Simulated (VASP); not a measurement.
# Ba3Ir (I4/mmm) in VASP: single point with PBE

Aim: the single point of Ba3Ir with PBE.

Everything below comes from runs of VASP 6.6.1. Logs are shortened: lines on timing, memory, paths and dates and some standing lists are left out, and cuts for length are marked.

**1. The cell of the first run**

Symmetry: I4/mmm, No. 139, tetragonal system. Conventional cell: a = 4.844 Å, b = 4.844 Å, c = 10.820 Å, α = 90.00°, β = 90.00°, γ = 90.00°. Within 4.5 Å of Ba (site symmetry 4/mmm) lie 4 Ir at 3.43 Å and 8 Ba at 3.63 Å. Within 4.5 Å of Ba (site symmetry -4m2) lie 8 Ba at 3.43 to 3.63 Å and 4 Ir at 3.63 Å. Ir (site symmetry 4/mmm) has 12 Ba at 3.43 to 3.63 Å within 4.5 Å.

**2. Single point, PBE**

INCAR reads:

```
SYSTEM = Ba3Ir
PREC     = Accurate       ! precision mode
ENCUT    = 520            ! plane-wave cutoff, eV
EDIFF    = 1E-6           ! SCF threshold, eV
ISMEAR   = 0              ! smearing method
SIGMA    = 0.1            ! smearing width, eV
LREAL    = .False.        ! projectors in reciprocal space
LASPH    = .True.         ! aspherical terms in the spheres
NELM     = 100            ! most SCF steps
ALGO     = Normal         ! electronic algorithm
ISIF     = 2              ! what is computed and relaxed
LWAVE    = .False.        ! write WAVECAR
LCHARG   = .False.        ! write CHGCAR
GGA      = PE             ! functional
NBANDS   = 28             ! bands
```

KPOINTS reads:

```
regular mesh
0
Gamma
  6 6 6
  0 0 0
```

POSCAR reads:

```
Ba3Ir
1.0
   -2.4219007728      2.4219007728      5.4099601679
    2.4219007728     -2.4219007728      5.4099601679
    2.4219007728      2.4219007728     -5.4099601679
Ba Ir
3 1
Direct
    0.5000000000      0.5000000000      0.0000000000
    0.2500000000      0.7500000000      0.5000000000
    0.7500000000      0.2500000000      0.5000000000
    0.0000000000      0.0000000000      0.0000000000
```

Potentials or basis: VASP PAW PBE potentials, release 64 (Ba_sv, Ir).

Launch:

```
> cat potpaw_PBE.64/Ba_sv/POTCAR potpaw_PBE.64/Ir/POTCAR > POTCAR
> mpirun -np 1 vasp_std > vasp.out
```

OUTCAR:

```text
SYSTEM = Ba3Ir
   PREC = Accurate
   ENCUT = 520
   EDIFF = 1E-6
   ISMEAR = 0
   LREAL = .False.
   LASPH = .True.
   NELM = 100
   ISIF = 2
   GGA = PE

 ion  position               nearest neighbor table
   1  0.500  0.500  0.000-   4 3.43   4 3.43   4 3.43   4 3.43   3 3.63   2 3.63   3 3.63   3 3.63
                             2 3.63   2 3.63   3 3.63   2 3.63
   2  0.250  0.750  0.500-   3 3.43   3 3.43   3 3.43   3 3.43   4 3.63   1 3.63   4 3.63   1 3.63
                             4 3.63   4 3.63   1 3.63   1 3.63
   3  0.750  0.250  0.500-   2 3.43   2 3.43   2 3.43   2 3.43   4 3.63   1 3.63   4 3.63   4 3.63
                             1 3.63   1 3.63   4 3.63   1 3.63
   4  0.000  0.000  0.000-   1 3.43   1 3.43   1 3.43   1 3.43   3 3.63   2 3.63   3 3.63   2 3.63
                             3 3.63   3 3.63   2 3.63   2 3.63

  LATTYP: Found a body centered tetragonal cell.
 ALAT       =     4.8438015456
 C/A-ratio  =     2.2337662338

  Lattice vectors:

 A1 = (  -2.4219007728,   2.4219007728,   5.4099601679)
 A2 = (   2.4219007728,  -2.4219007728,   5.4099601679)
 A3 = (   2.4219007728,   2.4219007728,  -5.4099601679)

Analysis of symmetry for initial positions (statically):
=====================================================================
 Subroutine PRICEL returns:
 Original cell was already a primitive cell.

 Routine SETGRP: Setting up the symmetry group for a
 body centered tetragonal supercell.

 Subroutine GETGRP returns: Found 16 space group operations
 (whereof 16 operations were pure point group operations)
 out of a pool of 16 trial point group operations.

The static configuration has the point symmetry D_4h.

Analysis of symmetry for dynamics (positions and initial velocities):
=====================================================================
 Subroutine PRICEL returns:
 Original cell was already a primitive cell.

 Routine SETGRP: Setting up the symmetry group for a
 body centered tetragonal supercell.

 Subroutine GETGRP returns: Found 16 space group operations
 (whereof 16 operations were pure point group operations)
 out of a pool of 16 trial point group operations.

The dynamic configuration has the point symmetry D_4h.

 Subroutine INISYM returns: Found 16 space group operations
 (whereof 16 operations are pure point group operations),
 and found     1 'primitive' translations

----------------------------------------------------------------------------------------

                                     Primitive cell

  volume of cell :     126.9307

  direct lattice vectors                    reciprocal lattice vectors
    -2.421900773  2.421900773  5.409960168     0.000000000  0.206449416  0.092422122
     2.421900773 -2.421900773  5.409960168     0.206449416  0.000000000  0.092422122
     2.421900773  2.421900773 -5.409960168     0.206449416  0.206449416  0.000000000

  length of vectors
     6.403036446  6.403036446  6.403036446     0.226192860  0.226192860  0.291963564

  position of ions in fractional coordinates (direct lattice)
     0.500000000  0.500000000  0.000000000
     0.250000000  0.750000000  0.500000000
     0.750000000  0.250000000  0.500000000
     0.000000000  0.000000000  0.000000000

  ion indices of the primitive-cell ions
   primitive index   ion index
                 1           1
                 2           2
                 3           3
                 4           4

----------------------------------------------------------------------------------------

 KPOINTS: regular mesh

Automatic generation of k-mesh.
 Grid dimensions read from file:
 generate k-points for:    6    6    6

 Generating k-lattice:

  Cartesian coordinates                     Fractional coordinates (reciprocal lattice)
     0.000000000  0.034408236  0.015403687     0.166666667  0.000000000 -0.000000000
     0.034408236  0.000000000  0.015403687     0.000000000  0.166666667 -0.000000000
     0.034408236  0.034408236  0.000000000     0.000000000  0.000000000  0.166666667

  Length of vectors
     0.037698810  0.037698810  0.048660594

  Shift w.r.t. Gamma in fractional coordinates (k-lattice)
     0.000000000  0.000000000  0.000000000

 Subroutine IBZKPT returns following result:
 ===========================================

 Found     30 irreducible k-points:

 Following reciprocal coordinates:
            Coordinates               Weight
  0.000000  0.000000  0.000000      1.000000
  0.166667 -0.000000  0.000000      8.000000
  0.333333 -0.000000  0.000000      8.000000
  0.500000  0.000000  0.000000      4.000000
  0.166667  0.166667  0.000000      8.000000
  0.333333  0.166667  0.000000     16.000000
[... 16 lines left out ...]
 -0.333333 -0.333333  0.166667      8.000000
 -0.166667 -0.333333  0.166667      8.000000
 [... further k-points ...]
   k-points           NKPTS =     30   k-points in BZ     NKDIM =     30   number of bands    NBANDS=     28
   number of dos      NEDOS =    301   number of ions     NIONS =      4
   total plane-waves  NPLWV = 110592
   dimension x,y,z NGX =    48 NGY =   48 NGZ =   48
   dimension x,y,z NGXF=    96 NGYF=   96 NGZF=   96
   ions per type =               3   1
   NGX,Y,Z   is equivalent  to a cutoff of  12.46, 12.46, 12.46 a.u.
   NGXF,Y,Z  is equivalent  to a cutoff of  24.93, 24.93, 24.93 a.u.
 SYSTEM =  Ba3Ir
   PREC   = accura    normal or accurate (medium, high low for compatibility)
   ISTART =      0    job   : 0-new  1-cont  2-samecut
   ICHARG =      2    charge: 1-file 2-atom 10-const
   ISPIN  =      1    spin polarized calculation?
   LNONCOLLINEAR =      F non collinear calculations
   LSORBIT =      F    spin-orbit coupling
   LASPH  =      T    aspherical Exc in radial PAW
   ENCUT  =  520.0 eV  38.22 Ry    6.18 a.u.  11.91 11.91 11.91*2*pi/ulx,y,z
   NELM   =    100;   NELMIN=  2; NELMDL= -5     # of ELM steps
   EDIFF  = 0.1E-05   stopping-criterion for ELM
   LREAL  =      F    real-space projection
   EDIFFG = 0.1E-04   stopping-criterion for IOM
   NSW    =      0    number of steps for IOM
   IBRION =     -1    ionic relax: 0-MD 1-quasi-New 2-CG
   NFREE  =      0    steps in history (QN), initial steepest desc. (CG)
   ISIF   =      2    stress and relaxation
   ISYM   =      2    0-nonsym 1-usesym 2-fastsym
   POTIM  = 0.5000    time-step for ionic-motion
   TEBEG  =    0.0;   TEEND  =   0.0 temperature during run
   PSTRESS=    0.0 pullay stress
   NELECT =      39.0000    total number of electrons
   NUPDOWN=      -1.0000    fix difference up-down
   EMIN   =  10.00;   EMAX   =-10.00  energy-range for DOS
   EFERMI =   0.00;   METHOD = LEGACY
   ISMEAR =     0;   SIGMA  =   0.10  broadening in eV -4-tet -1-fermi 0-gaus
   EFERMI_NEDOS =   21; number of points for ismear=-14 and -15
   IALGO  =     38    algorithm
   IMIX   =      4    mixing-type and parameters
     AMIX     =   0.40;   BMIX     =  1.00
     AMIX_MAG =   1.60;   BMIX_MAG =  1.00
  volume/ion in A,a.u.               =      31.73       214.14
  Fermi-wavevector in a.u.,A,eV,Ry     =   1.104691  2.087563 16.603761  1.220342
  Thomas-Fermi vector in A             =   2.241167
   LORBIT       =      0    0 simple, 1 ext, 2 COOP (PROOUT), +10 PAW based schemes
   GGA     = PE    functional components
   LHFCALC =     F    Hartree Fock is set to
   AEXX    =    0.0000 exact exchange contribution
   IVDW    =     0    specifies the selected vdW correction
   LEPSILON=     F    determine dielectric tensor
   LRPA    =     F    only Hartree local field effects (RPA)
 non-spin polarized calculation
 Gauss-broadening in eV      SIGMA  =   0.10
  energy-cutoff  :      520.00
  volume of cell :      126.93
 maximum number of plane-waves:      3436
   NGX = 23   NGY = 23   NGZ = 23

 number of electron      38.9999999 magnetization

 Free energy of the ion-electron system (eV)
  ---------------------------------------------------
  ext. energy  EPLUGINS =         0.00000000
  ---------------------------------------------------
  free energy    TOTEN  =       -12.90539680 eV

  energy without entropy =      -12.88421320  energy(sigma->0) =      -12.89480500

 E-fermi :   4.2596     XC(G=0):  -9.8451

 val. band max:        4.2481266048   @ k =  -0.3333  -0.3333   0.3333
 cond. band min:       4.2597989422   @ k =   0.5000   0.5000   0.0000
 fundamental gap:      0.0116723375
 Fermi energy:         4.2595723668

 k-point     1 :       0.0000    0.0000    0.0000
  band No.  band energies     occupation
      1     -24.4783      2.00000
      2     -23.8652      2.00000
      3     -23.7237      2.00000
      4     -10.4359      2.00000
      5     -10.3749      2.00000
      6     -10.3749      2.00000
[... 20 lines left out ...]
     27       7.5828      0.00000
     28       8.2585      0.00000

 k-point     2 :       0.1667   -0.0000    0.0000
  band No.  band energies     occupation
      1     -24.4349      2.00000
      2     -23.9031      2.00000
      3     -23.7317      2.00000
      4     -10.4835      2.00000
      5     -10.2872      2.00000
      6     -10.1795      2.00000
[... 20 lines left out ...]
     27       7.4107      0.00000
     28       8.0712      0.00000

 k-point     3 :       0.3333   -0.0000    0.0000
  band No.  band energies     occupation
      1     -24.3177      2.00000
      2     -24.0086      2.00000
      3     -23.7488      2.00000
      4     -10.3583      2.00000
      5     -10.0410      2.00000
      6      -9.9735      2.00000
[... 20 lines left out ...]
     27       7.2296      0.00000
     28       8.0250      0.00000

 k-point     4 :       0.5000    0.0000    0.0000
  band No.  band energies     occupation
      1     -24.1750      2.00000
      2     -24.1452      2.00000
      3     -23.7576      2.00000
      4     -10.2125      2.00000
      5      -9.8537      2.00000
      6      -9.7581      2.00000
[... 578 lines left out ...]
     27       7.3643      0.00000
     28       8.1623      0.00000

 k-point    23 :      -0.3333   -0.3333    0.1667
  band No.  band energies     occupation
      1     -24.3622      2.00000
      2     -23.9359      2.00000
      3     -23.7791      2.00000
      4     -10.5606      2.00000
      5     -10.0537      2.00000
      6     -10.0483      2.00000
[... 20 lines left out ...]
     27       7.8099      0.00000
     28       8.1983      0.00000

 k-point    24 :      -0.1667   -0.3333    0.1667
  band No.  band energies     occupation
      1     -24.4104      2.00000
      2     -23.9044      2.00000
      3     -23.7604      2.00000
      4     -10.3918      2.00000
      5     -10.3416      2.00000
      6     -10.1542      2.00000
[... 20 lines left out ...]
     27       7.5035      0.00000
     28       8.3228      0.00000

 [... further k-points ...]
[... 5 lines left out ...]
  --------------------------------------------------------------------------------------
  -------------------------------------------------------------------------------------
  Total        2.4731016      2.4731016      1.9973840      0.0000000     -0.0000000      0.0000000
  in kB       31.2166132     31.2166132     25.2118902      0.0000000     -0.0000000      0.0000000
  external PRESSURE =      29.2150389 kB  Pullay stress =       0.0000000 kB

 VOLUME and BASIS-vectors are now :
 -----------------------------------------------------------------------------
  energy-cutoff  :      520.00
  volume of cell :      126.93
      direct lattice vectors                 reciprocal lattice vectors
    -2.421900773  2.421900773  5.409960168     0.000000000  0.206449416  0.092422122
     2.421900773 -2.421900773  5.409960168     0.206449416  0.000000000  0.092422122
     2.421900773  2.421900773 -5.409960168     0.206449416  0.206449416  0.000000000

 POSITION                                       TOTAL-FORCE (eV/Angst)
 -----------------------------------------------------------------------------------
      0.00000      0.00000      5.40996        -0.000000      0.000000     -0.000000
      2.42190      0.00000      2.70498         0.000000     -0.000000      0.000000
      0.00000      2.42190      2.70498        -0.000000     -0.000000     -0.000000
      0.00000      0.00000      0.00000        -0.000000      0.000000     -0.000000
 -----------------------------------------------------------------------------------
    total drift:                                0.000000     -0.000000      0.000000

  FREE ENERGIE OF THE ION-ELECTRON SYSTEM (eV)
  ---------------------------------------------------
  free  energy   TOTEN  =       -12.9053967969 eV

  energy  without entropy=      -12.8842131972  energy(sigma->0) =      -12.89480500
```

Wall time 1.7 min (1 thread of Intel Xeon Platinum 8488C (Sapphire Rapids), shared host); peak memory 0.38 GiB.

Results:

```yaml
Free_energy: -12.9054 eV
Pressure: 2.9 GPa
Band_gap_on_the_k_mesh: zero (an odd number of electrons rules out a gap without spin polarisation)
```

Caveat: spin-orbit coupling is left out, which moves the levels of the heavy elements.
